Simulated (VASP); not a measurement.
# Au (Cmcm) in VASP: notebook, part 2 of 2

VASP 6.6.1.

### 3 Single point, PBEsol (mode 4 (9.3 1/cm) frozen in, largest displacement +0.350 Å)

Contents of INCAR:

```
ALGO = Fast ; EDIFF = 1E-7
ENCUT = 520 ; GGA = PS
ISIF = 2 ; ISMEAR = 0
LASPH = T ; LCHARG = T
LELF = T ; LREAL = F
LVHAR = T ; LWAVE = F
NBANDS = 18 ; NELM = 100
PREC = Accurate ; SIGMA = 0.15
```

Contents of KPOINTS:

```
k-points
0
Gamma
  22 22 14
```

Contents of POSCAR:

```
Au
1.0
   -1.6210733944      1.6210733944      1.6210733944
    1.6210733944     -1.6210733944      1.6210733944
    3.2421467888      3.2421467888      0.0000000000
Au
2
Direct
    0.0763344134     -0.0763344134      0.0000000000
    0.4236655866      0.5763344134      0.5000000000
```

Potentials or basis: VASP PAW PBE potentials, release 64 (Au).

The run is started by

```console
$ cat potpaw_PBE.64/Au/POTCAR > POTCAR
$ mpirun -np 1 vasp_std > vasp.out
```

OUTCAR:

```text
EDIFF = 1E-7
   ENCUT = 520
   GGA = PS
   ISIF = 2
   ISMEAR = 0
   LASPH = T
   LREAL = F
   NELM = 100
   PREC = Accurate

 ion  position               nearest neighbor table
   1  0.076  0.924  0.000-   2 2.79   2 2.79   2 2.89   2 2.89   2 2.89   2 2.89
   2  0.424  0.576  0.500-   1 2.79   1 2.79   1 2.89   1 2.89   1 2.89   1 2.89

  LATTYP: Found a base centered orthorhombic cell.
 ALAT       =     3.2421467888
 B/A-ratio  =     1.4142135624
 C/A-ratio  =     1.4142135624

  Lattice vectors:

 A1 = (  -1.6210733944,   1.6210733944,   1.6210733944)
 A2 = (   1.6210733944,  -1.6210733944,   1.6210733944)
 A3 = (   3.2421467888,   3.2421467888,   0.0000000000)

Analysis of symmetry for initial positions (statically):
=====================================================================
 Subroutine PRICEL returns:
 Original cell was already a primitive cell.

 Routine SETGRP: Setting up the symmetry group for a
 base centered orthorhombic supercell.

 Subroutine GETGRP returns: Found  8 space group operations
 (whereof  4 operations were pure point group operations)
 out of a pool of  8 trial point group operations.

The static configuration has the point symmetry C_2v.
 The point group associated with its full space group is D_2h.

Analysis of symmetry for dynamics (positions and initial velocities):
=====================================================================
 Subroutine PRICEL returns:
 Original cell was already a primitive cell.

 Routine SETGRP: Setting up the symmetry group for a
 base centered orthorhombic supercell.

 Subroutine GETGRP returns: Found  8 space group operations
 (whereof  4 operations were pure point group operations)
 out of a pool of  8 trial point group operations.

The dynamic configuration has the point symmetry C_2v.
 The point group associated with its full space group is D_2h.

 Subroutine INISYM returns: Found  8 space group operations
 (whereof  4 operations are pure point group operations),
 and found     1 'primitive' translations

----------------------------------------------------------------------------------------

                                     Primitive cell

  volume of cell :      34.0799

  direct lattice vectors                    reciprocal lattice vectors
    -1.621073394  1.621073394  1.621073394    -0.154218804  0.154218804  0.308437608
     1.621073394 -1.621073394  1.621073394     0.154218804 -0.154218804  0.308437608
     3.242146789  3.242146789  0.000000000     0.154218804  0.154218804  0.000000000

  length of vectors
     2.807781482  2.807781482  4.585087960     0.377757378  0.377757378  0.218098324

  position of ions in fractional coordinates (direct lattice)
     0.076334413  0.923665587  0.000000000
     0.423665587  0.576334413  0.500000000

  ion indices of the primitive-cell ions
   primitive index   ion index
                 1           1
                 2           2

----------------------------------------------------------------------------------------

 KPOINTS: k-points

Automatic generation of k-mesh.
 Grid dimensions read from file:
 generate k-points for:   22   22   14

 Generating k-lattice:

  Cartesian coordinates                     Fractional coordinates (reciprocal lattice)
    -0.007009946  0.007009946  0.014019891     0.045454545  0.000000000  0.000000000
     0.007009946 -0.007009946  0.014019891     0.000000000  0.045454545  0.000000000
     0.011015629  0.011015629  0.000000000     0.000000000  0.000000000  0.071428571

  Length of vectors
     0.017170790  0.017170790  0.015578452

  Shift w.r.t. Gamma in fractional coordinates (k-lattice)
     0.000000000  0.000000000  0.000000000

 Subroutine IBZKPT returns following result:
 ===========================================

 Found   1064 irreducible k-points:

 Following reciprocal coordinates:
            Coordinates               Weight
  0.000000  0.000000  0.000000      1.000000
  0.045455  0.000000  0.000000      4.000000
  0.090909  0.000000  0.000000      4.000000
  0.136364  0.000000  0.000000      4.000000
  0.181818  0.000000  0.000000      4.000000
  0.227273  0.000000  0.000000      4.000000
[... 16 lines left out ...]
  0.500000  0.045455  0.000000      4.000000
 -0.454545  0.045455  0.000000      4.000000
 [... further k-points ...]
   k-points           NKPTS =   1064   k-points in BZ     NKDIM =   1064   number of bands    NBANDS=     18
   number of dos      NEDOS =    301   number of ions     NIONS =      2
   total plane-waves  NPLWV =  20736
   dimension x,y,z NGX =    24 NGY =   24 NGZ =   36
   dimension x,y,z NGXF=    48 NGYF=   48 NGZF=   72
   ions per type =               2
   NGX,Y,Z   is equivalent  to a cutoff of  14.21, 14.21, 13.05 a.u.
   NGXF,Y,Z  is equivalent  to a cutoff of  28.42, 28.42, 26.11 a.u.
 SYSTEM =  unknown system
   PREC   = accura    normal or accurate (medium, high low for compatibility)
   ISTART =      0    job   : 0-new  1-cont  2-samecut
   ICHARG =      2    charge: 1-file 2-atom 10-const
   ISPIN  =      1    spin polarized calculation?
   LNONCOLLINEAR =      F non collinear calculations
   LSORBIT =      F    spin-orbit coupling
   LASPH  =      T    aspherical Exc in radial PAW
   ENCUT  =  520.0 eV  38.22 Ry    6.18 a.u.   5.22  5.22  8.53*2*pi/ulx,y,z
   NELM   =    100;   NELMIN=  2; NELMDL= -5     # of ELM steps
   EDIFF  = 0.1E-06   stopping-criterion for ELM
   LREAL  =      F    real-space projection
   EDIFFG = 0.1E-05   stopping-criterion for IOM
   NSW    =      0    number of steps for IOM
   IBRION =     -1    ionic relax: 0-MD 1-quasi-New 2-CG
   NFREE  =      0    steps in history (QN), initial steepest desc. (CG)
   ISIF   =      2    stress and relaxation
   ISYM   =      2    0-nonsym 1-usesym 2-fastsym
   POTIM  = 0.5000    time-step for ionic-motion
   TEBEG  =    0.0;   TEEND  =   0.0 temperature during run
   PSTRESS=    0.0 pullay stress
   NELECT =      22.0000    total number of electrons
   NUPDOWN=      -1.0000    fix difference up-down
   EMIN   =  10.00;   EMAX   =-10.00  energy-range for DOS
   EFERMI =   0.00;   METHOD = LEGACY
   ISMEAR =     0;   SIGMA  =   0.15  broadening in eV -4-tet -1-fermi 0-gaus
   EFERMI_NEDOS =   21; number of points for ismear=-14 and -15
   IALGO  =     68    algorithm
   IMIX   =      4    mixing-type and parameters
     AMIX     =   0.40;   BMIX     =  1.00
     AMIX_MAG =   1.60;   BMIX_MAG =  1.00
  volume/ion in A,a.u.               =      17.04       114.99
  Fermi-wavevector in a.u.,A,eV,Ry     =   1.414869  2.673716 27.236900  2.001856
  Thomas-Fermi vector in A             =   2.536367
   LORBIT       =      0    0 simple, 1 ext, 2 COOP (PROOUT), +10 PAW based schemes
   GGA     = PS    functional components
   LHFCALC =     F    Hartree Fock is set to
   AEXX    =    0.0000 exact exchange contribution
   IVDW    =     0    specifies the selected vdW correction
   LEPSILON=     F    determine dielectric tensor
   LRPA    =     F    only Hartree local field effects (RPA)
 non-spin polarized calculation
 RMM-DIIS sequential band-by-band and
 Gauss-broadening in eV      SIGMA  =   0.15
  energy-cutoff  :      520.00
  volume of cell :       34.08
 maximum number of plane-waves:       936
 NGX is ok and might be reduce to    24
   NGX = 11   NGY = 11   NGZ = 17

 number of electron      22.0000001 magnetization

 Free energy of the ion-electron system (eV)
  ---------------------------------------------------
  ext. energy  EPLUGINS =         0.00000000
  ---------------------------------------------------
  free energy    TOTEN  =        -7.77262625 eV

  energy without entropy =       -7.76680458  energy(sigma->0) =       -7.76971541

 E-fermi :   9.2233     XC(G=0): -12.8736

 val. band max:        9.2208875047   @ k =   0.5000   0.0455   0.1429
 cond. band min:       9.2255419847   @ k =   0.3182   0.0455   0.3571
 fundamental gap:      0.0046544800
 Fermi energy:         9.2232750221

 k-point     1 :       0.0000    0.0000    0.0000
  band No.  band energies     occupation
      1      -0.6483      2.00000
      2       1.9934      2.00000
      3       3.5039      2.00000
      4       4.1142      2.00000
      5       4.7669      2.00000
      6       5.1679      2.00000
[... 10 lines left out ...]
     17      26.0671      0.00000
     18      27.6587      0.00000
[... 466 lines left out ...]
      2       2.5403      2.00000
      3       3.0738      2.00000
      4       4.3849      2.00000
      5       4.8424      2.00000
      6       4.9109      2.00000
[... 10 lines left out ...]
     17      21.0816      0.00000
     18      25.4253      0.00000

 [... further k-points ...]

------------------------ aborting loop because EDIFF is reached ----------------------------------------

  FORCE on cell =-STRESS in cart. coord.  units (eV):
  Direction    XX          YY          ZZ          XY          YZ          ZX
  --------------------------------------------------------------------------------------
  -------------------------------------------------------------------------------------
  Total        0.6945825      0.6945825     -0.1543424      0.1137212     -0.0000000      0.0000000
  in kB       32.6539984     32.6539984     -7.2560113      5.3463064     -0.0000000      0.0000000
  external PRESSURE =      19.3506619 kB  Pullay stress =       0.0000000 kB

 VOLUME and BASIS-vectors are now :
 -----------------------------------------------------------------------------
  energy-cutoff  :      520.00
  volume of cell :       34.08
      direct lattice vectors                 reciprocal lattice vectors
    -1.621073394  1.621073394  1.621073394    -0.154218804  0.154218804  0.308437608
     1.621073394 -1.621073394  1.621073394     0.154218804 -0.154218804  0.308437608
     3.242146789  3.242146789  0.000000000     0.154218804  0.154218804  0.000000000

 POSITION                                       TOTAL-FORCE (eV/Angst)
 -----------------------------------------------------------------------------------
      1.37359     -1.37359      1.62107         0.165098     -0.165098      0.000000
      1.86856      1.37359      1.62107        -0.165098      0.165098      0.000000
 -----------------------------------------------------------------------------------
    total drift:                               -0.000000      0.000000     -0.000000

  FREE ENERGIE OF THE ION-ELECTRON SYSTEM (eV)
  ---------------------------------------------------
  free  energy   TOTEN  =        -7.7726262467 eV

  energy  without entropy=       -7.7668045791  energy(sigma->0) =       -7.76971541
```

stdout:

```text
POSCAR found type information on POSCAR Au
 POSCAR found :  1 types and       2 ions
 scaLAPACK will be used
 -----------------------------------------------------------------------------
|                                                                             |
|                                                                             |
|     You enforced a specific xc type in the INCAR file but a different       |
|     I HOPE YOU KNOW WHAT YOU ARE DOING!                                     |
|                                                                             |
 -----------------------------------------------------------------------------

 LDA part: xc-table for (Slater+PW92), standard interpolation
 POSCAR, INCAR and KPOINTS ok, starting setup
 FFT: planning ... GRIDC
 FFT: planning ... GRID_SOFT
 FFT: planning ... GRID
 WAVECAR not read
 entering main loop
```

Wall time 13 min (1 thread of Oxide Virtual Turin-like, shared host); peak memory 0.56 GiB.

Results:

| Quantity | Value |
| --- | --- |
| Free energy | -7.7726 eV |
| Pressure | 1.9 GPa |
| Largest force | 0.233 eV/Å |
| Band gap on the k mesh | zero (band 11 reaches 13.17 eV, above the bottom of band 12 at 6.97 eV) |

Forces on the atoms (eV/Å):
```
Au   0.165 -0.165  0.000
Au  -0.165  0.165  0.000
```

Levels at points of the mesh, in eV from the Fermi level:
| k point | band 7 | band 8 | band 9 | band 10 | band 11 | band 12 | band 13 | band 14 | band 15 | band 16 |
| --- | --- | --- | --- | --- | --- | --- | --- | --- | --- | --- |
| (0.00, 0.00, 0.00) | -3.69 | -3.25 | -3.06 | -2.18 | -2.00 | -0.63 | 3.58 | 13.40 | 15.33 | 16.68 |
| (0.50, 0.00, 0.00) | -3.91 | -2.62 | -2.37 | -1.71 | 0.08 | 0.99 | 5.92 | 7.35 | 7.51 | 11.45 |
| (0.50, 0.50, 0.00) | -3.07 | -1.89 | -1.59 | -1.41 | 1.00 | 2.77 | 6.29 | 7.50 | 8.70 | 8.92 |
| (0.00, 0.00, 0.50) | -3.68 | -3.68 | -2.84 | -2.84 | -2.21 | -2.21 | 12.23 | 12.23 | 14.17 | 14.17 |
| (0.50, 0.00, 0.50) | -2.63 | -2.63 | -2.01 | -2.01 | -0.02 | -0.02 | 3.37 | 3.37 | 13.64 | 13.64 |
| (0.50, 0.50, 0.50) | -2.40 | -2.40 | -1.49 | -1.49 | 1.70 | 1.70 | 5.46 | 5.46 | 10.20 | 10.20 |

Caveat: the cell differs from its parent crystal (mode 4 (9.3 1/cm) frozen in, largest displacement +0.350 Å); the PAW data sets were made with another functional, which shifts forces and pressure a little; spin-orbit coupling is left out, which moves the levels of the heavy elements.

### 4 Single point, PBEsol (mode 4 (9.3 1/cm) frozen in, largest displacement +0.250 Å)

Contents of INCAR:

```
SYSTEM = Au
PREC     = Accurate       ! precision mode
ENCUT    = 520            ! plane-wave cutoff, eV
EDIFF    = 1E-7           ! SCF threshold, eV
ISMEAR   = 0              ! smearing method
SIGMA    = 0.15           ! smearing width, eV
LREAL    = .FALSE.        ! projectors in reciprocal space
LASPH    = .TRUE.         ! aspherical terms in the spheres
NELM     = 80             ! most SCF steps
ALGO     = Fast           ! electronic algorithm
ISIF     = 2              ! what is computed and relaxed
LWAVE    = .FALSE.        ! write WAVECAR
LCHARG   = .TRUE.         ! write CHGCAR
GGA      = PS             ! functional
LELF     = .TRUE.         ! ELF
LVHAR    = .TRUE.       
NBANDS   = 18             ! bands
```

Contents of KPOINTS:

```
Automatic mesh
0
G
  22 22 14
  0 0 0
```

Contents of POSCAR:

```
Au
1.0
   -1.6210733944      1.6210733944      1.6210733944
    1.6210733944     -1.6210733944      1.6210733944
    3.2421467888      3.2421467888      0.0000000000
Au
2
Direct
    0.0545245810     -0.0545245810      0.0000000000
    0.4454754190      0.5545245810      0.5000000000
```

Potentials or basis: VASP PAW PBE potentials, release 64 (Au).

The run is started by

```console
$ cat potpaw_PBE.64/Au/POTCAR > POTCAR
$ mpirun -np 1 vasp_std > vasp.out
```

OUTCAR:

```text
SYSTEM = Au
   PREC = Accurate
   ENCUT = 520
   EDIFF = 1E-7
   ISMEAR = 0
   LREAL = .FALSE.
   LASPH = .TRUE.
   NELM = 80
   ISIF = 2
   GGA = PS

 ion  position               nearest neighbor table
   1  0.055  0.945  0.000-   2 2.85   2 2.85   2 2.85   2 2.85   2 2.91   2 2.91
   2  0.445  0.555  0.500-   1 2.85   1 2.85   1 2.85   1 2.85   1 2.91   1 2.91

  LATTYP: Found a base centered orthorhombic cell.
 ALAT       =     3.2421467888
 B/A-ratio  =     1.4142135624
 C/A-ratio  =     1.4142135624

  Lattice vectors:

[... 696 lines left out ...]

  FORCE on cell =-STRESS in cart. coord.  units (eV):
  Direction    XX          YY          ZZ          XY          YZ          ZX
  --------------------------------------------------------------------------------------
  -------------------------------------------------------------------------------------
  Total        0.2518273      0.2518273     -0.0538609      0.0271770      0.0000000      0.0000000
  in kB       11.8390100     11.8390100     -2.5321319      1.2776560      0.0000000      0.0000000
  external PRESSURE =       7.0486293 kB  Pullay stress =       0.0000000 kB

 VOLUME and BASIS-vectors are now :
 -----------------------------------------------------------------------------
  energy-cutoff  :      520.00
  volume of cell :       34.08
      direct lattice vectors                 reciprocal lattice vectors
    -1.621073394  1.621073394  1.621073394    -0.154218804  0.154218804  0.308437608
     1.621073394 -1.621073394  1.621073394     0.154218804 -0.154218804  0.308437608
     3.242146789  3.242146789  0.000000000     0.154218804  0.154218804  0.000000000

 POSITION                                       TOTAL-FORCE (eV/Angst)
 -----------------------------------------------------------------------------------
      1.44430     -1.44430      1.62107         0.046923     -0.046923      0.000000
      1.79785      1.44430      1.62107        -0.046923      0.046923      0.000000
 -----------------------------------------------------------------------------------
    total drift:                               -0.000000      0.000000      0.000000

  FREE ENERGIE OF THE ION-ELECTRON SYSTEM (eV)
  ---------------------------------------------------
  free  energy   TOTEN  =        -7.8001318852 eV

  energy  without entropy=       -7.7947077421  energy(sigma->0) =       -7.79741981
```

Wall time 12 min (1 thread of Oxide Virtual Turin-like, shared host); peak memory 0.56 GiB.

Results:

```
Free energy            : -7.8001 eV
Pressure               : 0.7 GPa
Largest force          : 0.066 eV/Å
Band gap on the k mesh : zero (band 11 reaches 13.22 eV, above the bottom of band 12 at 6.90 eV)
```

Forces on the atoms (eV/Å):
```
Au   0.047 -0.047  0.000
Au  -0.047  0.047  0.000
```

Stress tensor (GPa, compression positive):
```
 1.18  0.13  0.00
 0.13  1.18  0.00
 0.00  0.00 -0.25
```

Levels at points of the mesh, in eV from the Fermi level:
```
           k point  band 9  band 10  band 11  band 12  band 13  band 14
(0.00, 0.00, 0.00)   -3.04    -2.27    -1.79    -0.66     3.54    12.91
(0.50, 0.00, 0.00)   -2.43    -1.95     0.23     0.84     6.13     7.20
(0.50, 0.50, 0.00)   -1.54    -1.49     0.41     3.12     6.28     6.94
(0.00, 0.00, 0.50)   -3.03    -3.03    -2.30    -2.30    12.21    12.21
(0.50, 0.00, 0.50)   -1.78    -1.78    -0.28    -0.28     3.46     3.46
(0.50, 0.50, 0.50)   -1.50    -1.50     2.20     2.20     5.02     5.02
```

Caveat: the cell differs from its parent crystal (mode 4 (9.3 1/cm) frozen in, largest displacement +0.250 Å); the PAW data sets were made with another functional, which shifts forces and pressure a little; spin-orbit coupling is left out, which moves the levels of the heavy elements.
